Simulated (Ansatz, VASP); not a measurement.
## CsI in VASP and in Ansatz

Contents of INCAR:

```
SYSTEM = CsI
PREC = Accurate ; ENCUT = 500
EDIFF = 1E-6 ; ISMEAR = 0
SIGMA = 0.01 ; LREAL = .False.
LASPH = .True. ; NELM = 120
ALGO = Normal ; ISIF = 2
LWAVE = .False. ; LCHARG = .True.
GGA = PE ; LELF = .True.
LVHAR = .True. ; NBANDS = 15
GGA_COMPAT = .False.
```

File KPOINTS:

```
regular mesh
0
Gamma
  4 4 4
  0 0 0
```

File POSCAR:

```
CsI
1.0
    4.6080833777      0.0000000000      0.0000000000
    0.0000000000      4.6080833777      0.0000000000
    0.0000000000      0.0000000000      4.6080833777
Cs I
1 1
Direct
    0.0000000000      0.0000000000      0.0000000000
    0.5000000000      0.5000000000      0.5000000000
```

Input for Ansatz:

```yaml
crystal:
  lattice:
    - [4.6080833777, 0.0, 0.0]
    - [0.0, 4.6080833777, 0.0]
    - [0.0, 0.0, 4.6080833777]
  atoms:
    - { symbol: Cs, position: [0.0, 0.0, 0.0] }
    - { symbol: I, position: [0.5, 0.5, 0.5] }
kpoints:
  mp_grid: { grid: [4, 4, 4] }
hamiltonian:
  xc: pbe
scf:
  occupations: { method: fixed }
output:
  optics:
    e_range: [0, 18]
    de: 0.05
    sigma: 0.1
    bands: { spectra_wanted_up_to: 18 }
  write_density: true
  write_potential: true
  elf: true
  volumetric_format: npy
```

Alike in both runs: task single point; functional PBE; k mesh 4 × 4 × 4; no spin polarisation.

```csv
,VASP,Ansatz
version,VASP 6.6.1,Ansatz 0.2.0
potentials or method,"VASP PAW PBE potentials, release 64 (Cs_sv, I)","plane waves, PAW"
plane-wave cutoff (eV),500,420
occupations,"gaussian, width 0.01 eV",fixed
valence electrons in the cell,16,26
```

```tsv
	VASP	Ansatz	Ansatz less VASP
gap on the k mesh at the Fermi level (eV)	3.79	3.80	+0.013
```

VASP's potentials hold 16 valence electrons a cell and Ansatz's 26, so a difference there can come from the potentials and not from the codes.

Spin-orbit coupling is off throughout.
